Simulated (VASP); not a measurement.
Set up this calculation in VASP 6.6.1, as the native input.

```yaml
Task: single point
Functional: PBEsol
Potentials_or_basis: VASP PAW PBE potentials, release 64 (K_sv, I)
Cutoff: 520 eV
k_mesh: 6 × 6 × 6
Occupations: gaussian, width 0.05 eV
Spin: no spin polarisation
Dipole_correction: no
Further_INCAR_settings: ALGO = Normal; EDIFF = 1e-07; NBANDS = 15
```

The structure of KI lies in POSCAR:

```
KI
1.0
    4.2911966600      0.0000000000      0.0000000000
    0.0000000000      4.2911966600      0.0000000000
    0.0000000000      0.0000000000      4.2911966600
K I
1 1
Direct
   -0.0494342374     -0.0494342374      0.0000000000
    0.5000000000      0.5000000000      0.5000000000
```

This cell differs from its parent crystal: all K atoms moved -0.300 Å, as atom 1 along Cartesian [1 1 0].

The input as run:

INCAR

```
SYSTEM = KI
  ALGO = Normal
  EDIFF = 1E-7
  ENCUT = 520
  GGA = PS
  ISIF = 2
  ISMEAR = 0
  LASPH = .True.
  LCHARG = .False.
  LREAL = .False.
  LWAVE = .False.
  NBANDS = 15
  NELM = 100
  PREC = Accurate
  SIGMA = 0.05
```

KPOINTS

```
k-points
0
Gamma
  6 6 6
  0 0 0
```

Potentials or basis: VASP PAW PBE potentials, release 64 (K_sv, I).

Run with:

```console
$ cat potpaw_PBE.64/K_sv/POTCAR potpaw_PBE.64/I/POTCAR > POTCAR
$ mpirun -np 1 vasp_std > vasp.out
```

Results of the run:

- Pressure: -0.2 GPa
- Largest force: 0.170 eV/Å
- Band gap on the k mesh: 3.22 eV (least direct gap 3.57 eV)

Caveat: the cell differs from its parent crystal (all K atoms moved -0.300 Å, as atom 1 along Cartesian [1 1 0]); the PAW data sets were made with another functional, which shifts forces and pressure a little; spin-orbit coupling is left out, which moves the levels of the heavy elements.

Wall time 62 s on 1 thread of Intel Xeon 8259CL, on a shared host, peak memory 0.21 GiB.
